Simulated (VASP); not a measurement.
Set up this calculation in VASP 6.6.1, as the native input.

```yaml
Task: single point
Functional: PBEsol
Potentials_or_basis: VASP PAW PBE potentials, release 64 (Li_sv)
Cutoff: 520 eV
k_mesh: 12 × 12 × 12
Occupations: methfessel-paxton, width 0.05 eV
Spin: no spin polarisation
Dipole_correction: no
Further_INCAR_settings: ALGO = Normal; EDIFF = 1e-07; NBANDS = 8
```

The structure of Li lies in POSCAR:

```
Li
1.0
   -1.7662705373      1.7662705373      1.7662705373
    1.7662705373     -1.7662705373      1.7662705373
    1.7662705373      1.7662705373     -1.7662705373
Li
1
Direct
    0.0000000000      0.0000000000      0.0000000000
```

The input as run:

INCAR

```
PREC = Accurate
ENCUT = 520
EDIFF = 1E-7
ISMEAR = 1
SIGMA = 0.05
LREAL = F
LASPH = T
NELM = 80
ALGO = Normal
ISIF = 2
LWAVE = F
LCHARG = T
GGA = PS
LELF = T
LVHAR = T
NBANDS = 8
```

KPOINTS

```
Automatic mesh
0
Gamma
  12 12 12
```

Potentials or basis: VASP PAW PBE potentials, release 64 (Li_sv).

Launch:

```sh
$ cat potpaw_PBE.64/Li_sv/POTCAR > POTCAR
$ mpirun -np 1 vasp_std > vasp.out
```

It took 5.2 s on 1 thread of Intel Xeon 6975P-C (shared host), peak memory 0.13 GiB.
